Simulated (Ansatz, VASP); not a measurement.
## SnTe in VASP and in Ansatz

```
Te Sn
1.0
     0.00000    3.15085    3.15085
     3.15085    0.00000    3.15085
     3.15085    3.15085    0.00000
Te Sn
1 1
Direct
  0.50000 0.50000 0.50000
  0.00000 0.00000 0.00000
```

Alike in both runs: task single point; functional PBE; k mesh 7 × 7 × 7; occupations gaussian, width 0.026 eV; no spin polarisation.

|  | VASP | Ansatz |
| --- | --- | --- |
| version | VASP 6.6.1 | Ansatz 0.2.0 |
| potentials or method | VASP PAW PBE potentials, release 64 (Te, Sn_d) | Ansatz PAW |
| plane-wave cutoff (eV) | 500 | 420 |
| valence electrons in the cell | 20 | 30 |

```tsv
	VASP	Ansatz	Ansatz less VASP
pressure (GPa)	2.2	2.2	+0.06
```

VASP's potentials hold 20 valence electrons a cell and Ansatz's 30, so a difference there can come from the potentials and not from the codes.

Neither program's run includes spin-orbit coupling.
